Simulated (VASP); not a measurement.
# Ti3Al (P-6m2) in VASP: single point with PBE

Aim: the single point of Ti3Al with PBE.

Program: VASP 6.6.1. These are calculated values, not measurements. Logs are shortened: lines on timing, memory, paths and dates and some standing lists are left out, and cuts for length are marked.

**1. The cell of the first run**

It takes space group P-6m2 (No. 187, hexagonal). Conventional cell: a = 3.015 Å, b = 3.015 Å, c = 9.500 Å, α = 90.00°, β = 90.00°, γ = 120.00°. Ti (site symmetry -6m2) has 12 Ti at 2.94 to 3.02 Å within 3.9 Å. Ti (site symmetry 3m) has 9 Ti at 2.94 to 3.02 Å and 3 Al at 2.95 Å within 3.9 Å. Al (site symmetry -6m2) has 6 Ti at 2.95 Å and 6 Al at 3.02 Å within 3.9 Å.

**2. Single point, PBE, collinear spin (18.70 Å³/atom)**

INCAR reads:

```
SYSTEM = Ti3Al
PREC = Accurate
ENCUT = 520
EDIFF = 1E-6
ISMEAR = 0
SIGMA = 0.15
LREAL = .False.
LASPH = .True.
NELM = 150
ALGO = Normal
ISIF = 2
LWAVE = .False.
LCHARG = .True.
ISPIN = 2
MAGMOM = 0.667 0.667 0.667 0
LORBIT = 11
NUPDOWN = 2.0
LMAXMIX = 4
GGA = PE
LELF = .True.
LVHAR = .True.
NBANDS = 32
```

KPOINTS reads:

```
regular mesh
0
Gamma
  18 18 6
  0 0 0
```

POSCAR reads:

```
Ti3Al
1.0
    3.0150943746      0.0000000000      0.0000000000
   -1.5075471873      2.6111483232      0.0000000000
    0.0000000000      0.0000000000      9.5004881462
Ti Al
3 1
Direct
    0.6666666667      0.3333333333      0.0000000000
    0.3333333333      0.6666666667      0.7504575668
    0.3333333333      0.6666666667      0.2495424332
    0.6666666667      0.3333333333      0.5000000000
```

Potentials or basis: VASP PAW PBE potentials, release 64 (Ti_sv, Al).

Command:

```
> cat potpaw_PBE.64/Ti_sv/POTCAR potpaw_PBE.64/Al/POTCAR > POTCAR
> mpirun -np 1 vasp_std > vasp.out
```

OUTCAR:

```text
SYSTEM = Ti3Al
   PREC = Accurate
   ENCUT = 520
   EDIFF = 1E-6
   ISMEAR = 0
   LREAL = .False.
   LASPH = .True.
   NELM = 150
   ISIF = 2
   ISPIN = 2
   LORBIT = 11
   NUPDOWN = 2.0
   GGA = PE

 ion  position               nearest neighbor table
   1  0.667  0.333  0.000-
   2  0.333  0.667  0.750-   4 2.95   4 2.95   4 2.95
   3  0.333  0.667  0.250-   4 2.95   4 2.95   4 2.95
   4  0.667  0.333  0.500-   2 2.95   3 2.95   2 2.95   3 2.95   2 2.95   3 2.95

  LATTYP: Found a hexagonal cell.
 ALAT       =     3.0150943746
 C/A-ratio  =     3.1509753811

  Lattice vectors:

 A1 = (   3.0150943746,   0.0000000000,   0.0000000000)
 A2 = (  -1.5075471873,   2.6111483232,   0.0000000000)
 A3 = (   0.0000000000,   0.0000000000,   9.5004881462)

Analysis of symmetry for initial positions (statically):
=====================================================================
 Subroutine PRICEL returns:
 Original cell was already a primitive cell.

 Routine SETGRP: Setting up the symmetry group for a
 hexagonal supercell.

 Subroutine GETGRP returns: Found 12 space group operations
 (whereof 12 operations were pure point group operations)
 out of a pool of 24 trial point group operations.

The static configuration has the point symmetry D_3h.

Analysis of symmetry for dynamics (positions and initial velocities):
=====================================================================
 Subroutine PRICEL returns:
 Original cell was already a primitive cell.

 Routine SETGRP: Setting up the symmetry group for a
 hexagonal supercell.

 Subroutine GETGRP returns: Found 12 space group operations
 (whereof 12 operations were pure point group operations)
 out of a pool of 24 trial point group operations.

The dynamic configuration has the point symmetry D_3h.

Analysis of structural, dynamic, and magnetic symmetry:
=====================================================================
 Subroutine PRICEL returns:
 Original cell was already a primitive cell.

 Routine SETGRP: Setting up the symmetry group for a
 hexagonal supercell.

 Subroutine GETGRP returns: Found 12 space group operations
 (whereof 12 operations were pure point group operations)
 out of a pool of 24 trial point group operations.

The overall configuration has the point symmetry D_3h.

 Subroutine INISYM returns: Found 12 space group operations
 (whereof 12 operations are pure point group operations),
 and found     1 'primitive' translations

----------------------------------------------------------------------------------------

                                     Primitive cell

  volume of cell :      74.7960

  direct lattice vectors                    reciprocal lattice vectors
     3.015094375  0.000000000  0.000000000     0.331664577  0.191486633  0.000000000
    -1.507547187  2.611148323  0.000000000     0.000000000  0.382973265  0.000000000
     0.000000000  0.000000000  9.500488146     0.000000000  0.000000000  0.105257749

  length of vectors
     3.015094375  3.015094375  9.500488146     0.382973265  0.382973265  0.105257749

  position of ions in fractional coordinates (direct lattice)
     0.666666667  0.333333333  0.000000000
     0.333333333  0.666666667  0.750457567
     0.333333333  0.666666667  0.249542433
     0.666666667  0.333333333  0.500000000

  ion indices of the primitive-cell ions
   primitive index   ion index
                 1           1
                 2           2
                 3           3
                 4           4

----------------------------------------------------------------------------------------

 KPOINTS: regular mesh

Automatic generation of k-mesh.
 Grid dimensions read from file:
 generate k-points for:   18   18    6

 Generating k-lattice:

  Cartesian coordinates                     Fractional coordinates (reciprocal lattice)
     0.018425810  0.010638146  0.000000000     0.055555556 -0.000000000  0.000000000
     0.000000000  0.021276293  0.000000000     0.000000000  0.055555556  0.000000000
     0.000000000  0.000000000  0.017542958     0.000000000  0.000000000  0.166666667

  Length of vectors
     0.021276293  0.021276293  0.017542958

  Shift w.r.t. Gamma in fractional coordinates (k-lattice)
     0.000000000  0.000000000  0.000000000

 Subroutine IBZKPT returns following result:
 ===========================================

 Found    148 irreducible k-points:

 Following reciprocal coordinates:
            Coordinates               Weight
  0.000000  0.000000  0.000000      1.000000
  0.055556 -0.000000  0.000000      6.000000
  0.111111 -0.000000  0.000000      6.000000
  0.166667  0.000000  0.000000      6.000000
  0.222222  0.000000  0.000000      6.000000
  0.277778 -0.000000  0.000000      6.000000
[... 16 lines left out ...]
  0.333333  0.111111  0.000000     12.000000
  0.388889  0.111111  0.000000     12.000000
 [... further k-points ...]
   k-points           NKPTS =    148   k-points in BZ     NKDIM =    148   number of bands    NBANDS=     32
   number of dos      NEDOS =    301   number of ions     NIONS =      4
   total plane-waves  NPLWV =  41472
   dimension x,y,z NGX =    24 NGY =   24 NGZ =   72
   dimension x,y,z NGXF=    48 NGYF=   48 NGZF=  144
   ions per type =               3   1
   NGX,Y,Z   is equivalent  to a cutoff of  13.23, 13.23, 12.60 a.u.
   NGXF,Y,Z  is equivalent  to a cutoff of  26.47, 26.47, 25.20 a.u.
 SYSTEM =  Ti3Al
   PREC   = accura    normal or accurate (medium, high low for compatibility)
   ISTART =      0    job   : 0-new  1-cont  2-samecut
   ICHARG =      2    charge: 1-file 2-atom 10-const
   ISPIN  =      2    spin polarized calculation?
   LNONCOLLINEAR =      F non collinear calculations
   LSORBIT =      F    spin-orbit coupling
   LASPH  =      T    aspherical Exc in radial PAW
   ENCUT  =  520.0 eV  38.22 Ry    6.18 a.u.   5.61  5.61 17.66*2*pi/ulx,y,z
   NELM   =    150;   NELMIN=  2; NELMDL= -5     # of ELM steps
   EDIFF  = 0.1E-05   stopping-criterion for ELM
   LREAL  =      F    real-space projection
   EDIFFG = 0.1E-04   stopping-criterion for IOM
   NSW    =      0    number of steps for IOM
   IBRION =     -1    ionic relax: 0-MD 1-quasi-New 2-CG
   NFREE  =      0    steps in history (QN), initial steepest desc. (CG)
   ISIF   =      2    stress and relaxation
   ISYM   =      2    0-nonsym 1-usesym 2-fastsym
   POTIM  = 0.5000    time-step for ionic-motion
   TEBEG  =    0.0;   TEEND  =   0.0 temperature during run
   PSTRESS=    0.0 pullay stress
   NELECT =      39.0000    total number of electrons
   NUPDOWN=       2.0000    fix difference up-down
   EMIN   =  10.00;   EMAX   =-10.00  energy-range for DOS
   EFERMI =   0.00;   METHOD = LEGACY
   ISMEAR =     0;   SIGMA  =   0.15  broadening in eV -4-tet -1-fermi 0-gaus
   EFERMI_NEDOS =   21; number of points for ismear=-14 and -15
   IALGO  =     38    algorithm
   IMIX   =      4    mixing-type and parameters
     AMIX     =   0.40;   BMIX     =  1.00
     AMIX_MAG =   1.60;   BMIX_MAG =  1.00
  volume/ion in A,a.u.               =      18.70       126.19
  Fermi-wavevector in a.u.,A,eV,Ry     =   1.317661  2.490018 23.622838  1.736230
  Thomas-Fermi vector in A             =   2.447686
   LORBIT       =     11    0 simple, 1 ext, 2 COOP (PROOUT), +10 PAW based schemes
   GGA     = PE    functional components
   LHFCALC =     F    Hartree Fock is set to
   AEXX    =    0.0000 exact exchange contribution
   IVDW    =     0    specifies the selected vdW correction
   LEPSILON=     F    determine dielectric tensor
   LRPA    =     F    only Hartree local field effects (RPA)
 spin polarized calculation
 Gauss-broadening in eV      SIGMA  =   0.15
  energy-cutoff  :      520.00
  volume of cell :       74.80
 maximum number of plane-waves:      2052
 NGX is ok and might be reduce to    24
   NGX = 11   NGY = 11   NGZ = 35

 number of electron      38.9999993 magnetization       1.9999998

 Free energy of the ion-electron system (eV)
  ---------------------------------------------------
  ext. energy  EPLUGINS =         0.00000000
  ---------------------------------------------------
  free energy    TOTEN  =       -27.41347559 eV

  energy without entropy =      -27.34756936  energy(sigma->0) =      -27.38052248

 E-fermi :   6.9776     XC(G=0): -10.7947

 val. band max:        7.3599070760   @ k =   0.2222   0.2222   0.3333
 cond. band min:       6.9795046132   @ k =   0.3889   0.1111   0.3333
 fundamental gap:     -0.3804024628
 Fermi energy:         7.3618058235

 spin component 1

 k-point     1 :       0.0000    0.0000    0.0000
  band No.  band energies     occupation
      1     -49.9243      1.00000
      2     -49.9145      1.00000
      3     -49.7775      1.00000
      4     -26.3303      1.00000
      5     -26.1951      1.00000
      6     -25.9461      1.00000
[... 805 lines left out ...]
     30      10.5294      0.00000
     31      11.0162      0.00000

 [... further k-points ...]

 spin component 2

 k-point     1 :       0.0000    0.0000    0.0000
  band No.  band energies     occupation
      1     -49.5783      1.00000
      2     -49.4075      1.00000
      3     -49.3995      1.00000
      4     -25.9525      1.00000
      5     -25.6887      1.00000
      6     -25.6138      1.00000
[... 805 lines left out ...]
     30      11.0412      0.00000
     31      11.3944      0.00000

 [... further k-points ...]

 [bands above 31 left out]

------------------------ aborting loop because EDIFF is reached ----------------------------------------

  FORCE on cell =-STRESS in cart. coord.  units (eV):
  Direction    XX          YY          ZZ          XY          YZ          ZX
  --------------------------------------------------------------------------------------
  -------------------------------------------------------------------------------------
  Total       -3.4928253     -3.4928253     -2.9748601      0.0000000      0.0000000      0.0000000
  in kB      -74.8185136    -74.8185136    -63.7233739      0.0000000      0.0000000      0.0000000
  external PRESSURE =     -71.1201337 kB  Pullay stress =       0.0000000 kB

 VOLUME and BASIS-vectors are now :
 -----------------------------------------------------------------------------
  energy-cutoff  :      520.00
  volume of cell :       74.80
      direct lattice vectors                 reciprocal lattice vectors
     3.015094375  0.000000000  0.000000000     0.331664577  0.191486633  0.000000000
    -1.507547187  2.611148323  0.000000000     0.000000000  0.382973265  0.000000000
     0.000000000  0.000000000  9.500488146     0.000000000  0.000000000  0.105257749

 POSITION                                       TOTAL-FORCE (eV/Angst)
 -----------------------------------------------------------------------------------
      1.50755      0.87038      0.00000        -0.000000      0.000000      0.000000
     -0.00000      1.74077      7.12971         0.000000     -0.000000     -0.092249
     -0.00000      1.74077      2.37077         0.000000     -0.000000      0.092249
      1.50755      0.87038      4.75024         0.000000     -0.000000      0.000000
 -----------------------------------------------------------------------------------
    total drift:                                0.000000     -0.000000      0.000000

  FREE ENERGIE OF THE ION-ELECTRON SYSTEM (eV)
  ---------------------------------------------------
  free  energy   TOTEN  =       -27.4134755948 eV

  energy  without entropy=      -27.3475693614  energy(sigma->0) =      -27.38052248

 total charge

# of ion       s       p       d       tot
------------------------------------------
    1        2.234   6.111   1.824  10.169
    2        2.216   6.107   1.831  10.154
    3        2.216   6.107   1.831  10.154
    4        0.431   0.336   0.000   0.766
--------------------------------------------------
tot          7.097  18.660   5.486  31.244

 magnetization (x)

# of ion       s       p       d       tot
------------------------------------------
    1       -0.000   0.022   0.218   0.239
    2        0.007   0.029   0.518   0.553
    3        0.007   0.029   0.518   0.553
    4       -0.002   0.012   0.000   0.010
--------------------------------------------------
tot          0.011   0.092   1.253   1.356
```

Wall time 20 min (1 thread of Oxide Virtual Turin-like, shared host); peak memory 0.54 GiB.

Results:

```yaml
Free_energy: -27.4135 eV
Pressure: -7.1 GPa
Largest_force: 0.092 eV/Å
Net_moment: 2.00 μB per cell
Site_moments: Ti +0.24, +0.55 (each value once); Al +0.01 μB
Valence_electrons_inside_the_program's_atomic_spheres: Ti 10.17, 10.15 (each value once); Al 0.77
```

Forces on the atoms (eV/Å):
```
Ti   0.000  0.000  0.000
Ti   0.000  0.000 -0.092
Ti   0.000  0.000  0.092
Al   0.000  0.000  0.000
```

Stress tensor (GPa, compression positive):
```
-7.48  0.00  0.00
 0.00 -7.48  0.00
 0.00  0.00 -6.37
```

Caveat: the cell stands under tension; the total moment is fixed, so each spin has its own Fermi level and the state may be an excited one.
